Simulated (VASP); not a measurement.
MgCd2SeS2, 6 atoms in the cell. Symmetry: P4/mmm, No. 123, tetragonal system. Conventional cell: a = 4.769 Å, b = 4.769 Å, c = 6.412 Å, α = 90.00°, β = 90.00°, γ = 90.00°. Within 4.2 Å of Mg (site symmetry 4/mmm) lie 2 Se at 3.21 Å and 8 Cd at 3.72 Å and 8 S at 4.00 Å. Cd (site symmetry 4mm) has 4 S at 2.89 Å and 2 Cd at 3.16 to 3.25 Å and 4 Mg at 3.72 Å and 4 Se at 3.74 Å within 3.8 Å. Within 3.3 Å of Se (site symmetry 4/mmm) lie 4 S at 2.38 Å and 2 Mg at 3.21 Å. S (site symmetry mmm) has 2 Se at 2.38 Å and 4 Cd at 2.89 Å within 3.1 Å. The cell was generated, and may not be a known phase.

```yaml
Program: VASP 6.6.1
Task: single point
Functional: PBE
Potentials_or_basis: VASP PAW PBE potentials, release 64 (Mg, Cd, Se, S)
Cutoff: 520 eV
k_mesh: 4 × 4 × 4
Occupations: gaussian, width 0.1 eV
Spin: no spin polarisation
Dipole_correction: no
Further_INCAR_settings: ALGO = Normal; EDIFF = 1e-07; NBANDS = 31
```

Potentials or basis: VASP PAW PBE potentials, release 64 (Mg, Cd, Se, S).

The run is started by

```sh
$ cat potpaw_PBE.64/Mg/POTCAR potpaw_PBE.64/Cd/POTCAR potpaw_PBE.64/Se/POTCAR potpaw_PBE.64/S/POTCAR > POTCAR
$ mpirun -np 1 vasp_std > vasp.out
```

Hardware: 1 thread of Intel(R) Xeon(R) Platinum 8488C (Sapphire Rapids), on a shared host.

Task: How long does it take, and how much memory?

Result: Run time: 81 s on 1 thread of Intel(R) Xeon(R) Platinum 8488C (Sapphire Rapids), with other jobs on the host, peak memory 0.28 GiB. Counts: scf iterations 15, k points 18.
